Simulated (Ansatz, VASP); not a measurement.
# One calculation of HfO2, two programs

```xyz
3
Lattice="0.0000 2.6606 2.6606 2.6606 0.0000 2.6606 2.6606 2.6606 0.0000" Properties=species:S:1:pos:R:3 pbc="T T T"
Hf    0.0000    0.0000    0.0000
O     3.9910    3.9910    3.9910
O     2.6606    2.6606    2.6606
```

Alike in both runs: task relaxation of cell and atoms; functional PBE; k mesh 6 × 6 × 6; occupations gaussian, width 0.1 eV; no spin polarisation.

|  | VASP | Ansatz |
| --- | --- | --- |
| version | VASP 6.6.1 | Ansatz 0.2.0 |
| potentials or method | VASP PAW PBE potentials, release 64 (Hf_pv, O), cutoff 600 eV | scalar-relativistic, plane waves, PAW |
| valence electrons in the cell | 22 | 38 |

```tsv
	VASP	Ansatz	Ansatz less VASP
gap on the k mesh at the Fermi level, each at its own relaxed structure (eV)	2.31	2.30	-0.013
relaxed volume (Å³/atom)	10.60	10.74	+0.135
relaxed cell length with the largest relative difference (Å)	3.556	3.571	+0.0151
```

VASP's potentials hold 22 valence electrons a cell and Ansatz's 38, so a difference there can come from the potentials and not from the codes.

Spin-orbit coupling is off throughout. Noted on VASP's run: the volume moved by over 15 % at a fixed basis, so the end points are rough.
